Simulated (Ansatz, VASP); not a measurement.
# SnO2 in VASP and in Ansatz

```
Sn O
1.0
     4.35553    0.00000    0.00000
     0.00000    4.91425    0.00000
     0.00000    0.00000    3.31961
Sn O
2 4
Direct
  0.50000 0.50000 0.50000
  0.00000 0.00000 0.00000
  0.29808 0.31556 0.00000
  0.79808 0.18444 0.50000
  0.20192 0.81556 0.50000
  0.70192 0.68444 0.00000
```

Change from the starting cell: volume 11.842 Å^3 an atom, stretch along a over the lengths across it, relative to the relaxed cell 0.8864.

Alike in both runs: functional LDA; k mesh 6 × 6 × 10; occupations gaussian, width 0.05 eV; no spin polarisation.

Ansatz relaxed the structure, and its values are those at the end. VASP's run is a single point on that final structure, the one shown.

|  | VASP | Ansatz |
| --- | --- | --- |
| version | VASP 6.6.1 | Ansatz 0.2.0 |
| potentials or method | VASP PAW LDA potentials, release 64 (Sn_d, O), cutoff 520 eV | scalar-relativistic, plane waves, PAW |
| valence electrons in the cell | 52 | 52 |

```csv
,VASP,Ansatz,Ansatz less VASP
gap on the k mesh at the Fermi level (eV),1.07,1.05,-0.026
least direct gap on the mesh (eV),1.07,1.05,-0.026
pressure (GPa),-1.4,-2.7,-1.30
```

Ansatz warns that its potentials were made for another functional, while VASP's fit it. LDA's correlation is that of Perdew and Zunger in VASP and of Perdew and Wang (1992) in Ansatz. Ansatz's warnings: stress scf threshold loose.
